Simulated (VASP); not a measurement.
Crystal: PtSe2.

```
Pt Se
1.0
     3.72400    0.00000    0.00000
    -1.86200    3.22508    0.00000
     0.00000    0.00000    5.06200
Pt Se
1 2
Direct
  0.00000 0.00000 0.00000
  0.33333 0.66667 0.25000
  0.66667 0.33333 0.75000
```

* Program: VASP 6.6.1
* Task: relaxation of cell and atoms
* Functional: PBE
* Dispersion: D3(BJ)
* Potentials or basis: VASP PAW PBE potentials, release 64 (Pt, Se)
* Cutoff: 600 eV
* k mesh: 14 × 14 × 10
* Occupations: gaussian, width 0.05 eV
* Spin: no spin polarisation

At the start: pressure 3.5 GPa; volume 20.27 Å³/atom.

Task: How do energy, volume and symmetry change on relaxing?

Result: Over 24 steps the energy falls by 16.6 meV/atom and the volume is 19.78 Å³/atom (-2.4 %); space group P-3m1 (No. 164, to 0.1 Å) before and after.

The path:
```
step  energy change (eV)  largest force (eV/Å)  pressure (GPa)  volume (Å³)
   1              0.0000                0.6001            3.48        60.80
   2              0.0317                0.4009           -5.83        64.75
   3             -0.0236                0.1727           -0.56        62.30
   4             -0.0236                0.1806           -0.48        62.27
   5             -0.0285                0.1554           -0.42        61.91
   6             -0.0401                0.0753           -0.14        60.83
   7             -0.0448                0.1001            0.80        58.68
   8             -0.0465                0.0247            0.40        59.50
   9             -0.0470                0.1542           -1.26        59.77
  10             -0.0484                0.0957           -0.52        59.65
  11             -0.0494                0.0281            0.26        59.05
  12             -0.0498                0.0154           -0.02        59.26
  13             -0.0498                0.0169           -0.03        59.27
  14             -0.0498                0.0050            0.08        59.27
  15             -0.0498                0.0075            0.05        59.27
  16             -0.0498                0.0043            0.00        59.33
  17             -0.0498                0.0024           -0.04        59.37
  18             -0.0498                0.0039           -0.01        59.34
  19             -0.0498                0.0028            0.03        59.33
  20             -0.0498                0.0013            0.02        59.33
  21             -0.0498                0.0005            0.01        59.34
  22             -0.0498                0.0006           -0.01        59.35
  23             -0.0498                0.0005            0.00        59.34
  24             -0.0498                0.0007            0.00        59.34
```

Final structure:
```
Pt Se
1.0
     3.77260    0.00000    0.00000
    -1.88630    3.26717    0.00000
     0.00000    0.00000    4.81454
Pt Se
1 2
Direct
  0.00000 0.00000 0.00000
  0.33333 0.66667 0.26575
  0.66667 0.33333 0.73425
```
